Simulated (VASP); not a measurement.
# SnTe3 (Fm-3m) in VASP: further runs, part 2 of 2

VASP 6.6.1.

## 6. Single point, PBE

The input, INCAR:

```
PREC     = Accurate       # precision mode
ENCUT    = 520            # plane-wave cutoff, eV
EDIFF    = 1E-7           # SCF threshold, eV
ISMEAR   = 0              # smearing method
SIGMA    = 0.1            # smearing width, eV
LREAL    = False          # projectors in reciprocal space
LASPH    = True           # aspherical terms in the spheres
NELM     = 80             # most SCF steps
ALGO     = Normal         # electronic algorithm
ISIF     = 2              # what is computed and relaxed
LWAVE    = False          # write WAVECAR
LCHARG   = False          # write CHGCAR
GGA      = PE             # functional
ISYM     = 0            
NBANDS   = 24             # bands
```

The input, KPOINTS:

```
Automatic mesh
0
Gamma
  4 4 4
  0.5 0.5 0.5
```

The input, POSCAR:

```
SnTe3
1.0
    0.0000000000      3.8612190000      3.8612190000
    3.8612190000      0.0000000000      3.8612190000
    3.8612190000      3.8612190000      0.0000000000
Sn Te
1 3
Direct
    0.0000000000      0.0000000000      0.0000000000
    0.2500000000      0.2500000000      0.2500000000
    0.7500000000      0.7500000000      0.7500000000
    0.5000000000      0.5000000000      0.5000000000
```

Potentials or basis: VASP PAW PBE potentials, release 64 (Sn_d, Te).

The run is started by

```console
$ cat potpaw_PBE.64/Sn_d/POTCAR potpaw_PBE.64/Te/POTCAR > POTCAR
$ mpirun -np 1 vasp_std > vasp.out
```

OUTCAR:

```text
PREC = Accurate
   ENCUT = 520
   EDIFF = 1E-7
   ISMEAR = 0
   LREAL = False
   LASPH = True
   NELM = 80
   ISIF = 2
   GGA = PE
   ISYM = 0

 ion  position               nearest neighbor table
   1  0.000  0.000  0.000-   3 3.34   3 3.34   3 3.34   2 3.34   3 3.34   2 3.34   2 3.34   2 3.34

   2  0.250  0.250  0.250-   1 3.34   1 3.34   1 3.34   1 3.34   4 3.34   4 3.34   4 3.34   4 3.34

   3  0.750  0.750  0.750-   4 3.34   4 3.34   4 3.34   1 3.34   4 3.34   1 3.34   1 3.34   1 3.34

   4  0.500  0.500  0.500-   2 3.34   2 3.34   2 3.34   2 3.34   3 3.34   3 3.34   3 3.34   3 3.34

IMPORTANT INFORMATION: All symmetrisations will be switched off!
NOSYMM: (Re-)initialisation of all symmetry stuff for point group C_1.

----------------------------------------------------------------------------------------

                                     Primitive cell

  volume of cell :     115.1339

  direct lattice vectors                    reciprocal lattice vectors
     0.000000000  3.861219000  3.861219000    -0.129492785  0.129492785  0.129492785
     3.861219000  0.000000000  3.861219000     0.129492785 -0.129492785  0.129492785
     3.861219000  3.861219000  0.000000000     0.129492785  0.129492785 -0.129492785

  length of vectors
     5.460588277  5.460588277  5.460588277     0.224288082  0.224288082  0.224288082

  position of ions in fractional coordinates (direct lattice)
     0.000000000  0.000000000  0.000000000
     0.250000000  0.250000000  0.250000000
     0.750000000  0.750000000  0.750000000
     0.500000000  0.500000000  0.500000000

  ion indices of the primitive-cell ions
   primitive index   ion index
                 1           1
                 2           2
                 3           3
                 4           4

----------------------------------------------------------------------------------------

 KPOINTS: Automatic mesh

Automatic generation of k-mesh.
 Grid dimensions read from file:
 generate k-points for:    4    4    4

[... 83 lines left out ...]
     AMIX_MAG =   1.60;   BMIX_MAG =  1.00
  volume/ion in A,a.u.               =      28.78       194.24
  Fermi-wavevector in a.u.,A,eV,Ry     =   1.068375  2.018936 15.530032  1.141425
  Thomas-Fermi vector in A             =   2.204021
   LORBIT       =      0    0 simple, 1 ext, 2 COOP (PROOUT), +10 PAW based schemes
   GGA     = PE    functional components
   LHFCALC =     F    Hartree Fock is set to
   AEXX    =    0.0000 exact exchange contribution
   IVDW    =     0    specifies the selected vdW correction
   LEPSILON=     F    determine dielectric tensor
   LRPA    =     F    only Hartree local field effects (RPA)
 non-spin polarized calculation
 Gauss-broadening in eV      SIGMA  =   0.10
  energy-cutoff  :      520.00
  volume of cell :      115.13
 maximum number of plane-waves:      3108
 NGX is ok and might be reduce to    42

 number of electron      31.9999997 magnetization

 Free energy of the ion-electron system (eV)
  ---------------------------------------------------
  ext. energy  EPLUGINS =         0.00000000
  ---------------------------------------------------
  free energy    TOTEN  =       -12.63793203 eV

  energy without entropy =      -12.62695998  energy(sigma->0) =      -12.63244601

 E-fermi :   7.6926     XC(G=0): -10.0326

 val. band max:        7.6688795947   @ k =   0.2500   0.3750   0.2500
 cond. band min:       7.7200412319   @ k =   0.1250   0.0000   0.2500
 fundamental gap:      0.0511616372
 Fermi energy:         7.6926450525

 k-point     1 :       0.1250    0.1250    0.1250
  band No.  band energies     occupation
      1     -13.9339      2.00000
      2     -13.9337      2.00000
      3     -13.9337      2.00000
      4     -13.9308      2.00000
      5     -13.9308      2.00000
      6      -5.6450      2.00000
[... 637 lines left out ...]
     23      14.7936      0.00000
     24      15.5198      0.00000

 [... further k-points ...]

------------------------ aborting loop because EDIFF is reached ----------------------------------------

  FORCE on cell =-STRESS in cart. coord.  units (eV):
  Direction    XX          YY          ZZ          XY          YZ          ZX
  --------------------------------------------------------------------------------------
  -------------------------------------------------------------------------------------
  Total       -0.0660131     -0.0660128     -0.0660124      0.0000056      0.0000057      0.0000063
  in kB       -0.9186235     -0.9186188     -0.9186136      0.0000779      0.0000793      0.0000877
  external PRESSURE =      -0.9186186 kB  Pullay stress =       0.0000000 kB

 VOLUME and BASIS-vectors are now :
 -----------------------------------------------------------------------------
  energy-cutoff  :      520.00
  volume of cell :      115.13
      direct lattice vectors                 reciprocal lattice vectors
     0.000000000  3.861219000  3.861219000    -0.129492785  0.129492785  0.129492785
     3.861219000  0.000000000  3.861219000     0.129492785 -0.129492785  0.129492785
     3.861219000  3.861219000  0.000000000     0.129492785  0.129492785 -0.129492785

 POSITION                                       TOTAL-FORCE (eV/Angst)
 -----------------------------------------------------------------------------------
      0.00000      0.00000      0.00000         0.000000      0.000000      0.000000
      1.93061      1.93061      1.93061         0.000000      0.000000      0.000000
      5.79183      5.79183      5.79183        -0.000001     -0.000001     -0.000000
      3.86122      3.86122      3.86122         0.000000     -0.000000     -0.000000
 -----------------------------------------------------------------------------------
    total drift:                                0.000000      0.000000     -0.000000

  FREE ENERGIE OF THE ION-ELECTRON SYSTEM (eV)
  ---------------------------------------------------
  free  energy   TOTEN  =       -12.6379320299 eV

  energy  without entropy=      -12.6269599820  energy(sigma->0) =      -12.63244601
```

Wall time 3.8 min (1 thread of Intel Xeon 6975P-C (Granite Rapids), shared host); peak memory 0.48 GiB.

Results:

| Quantity | Value |
| --- | --- |
| Free energy | -12.6379 eV |
| Pressure | -0.1 GPa |
| Band gap on the k mesh | zero (band 16 reaches 7.90 eV, above the bottom of band 17 at 5.98 eV) |

Caveat: spin-orbit coupling is left out, which moves the levels of the heavy elements.

## 7. The runs side by side

```csv
k mesh,smearing,gap on the mesh (eV),pressure (GPa)
6 × 6 × 6,gaussian 0.1 eV,none,0.1
8 × 8 × 8,gaussian 0.1 eV,none,0.0
10 × 10 × 10,gaussian 0.1 eV,none,-0.1
10 × 10 × 10,tetrahedron,none,-0.1
"4 × 4 × 4, shifted",gaussian 0.1 eV,none,-0.1
```

Alike in all rows: task single point; level PBE; potentials or basis VASP PAW PBE potentials, release 64 (Sn_d, Te); no spin polarisation; cell as given; cutoff (eV) 520.

Every run on the cell as given and a fine mesh finds a metal.

Caveats: spin-orbit coupling is left out, which moves the levels of the heavy elements.

Total energies depend on the potentials used, so only differences within one code and one set of settings carry meaning.
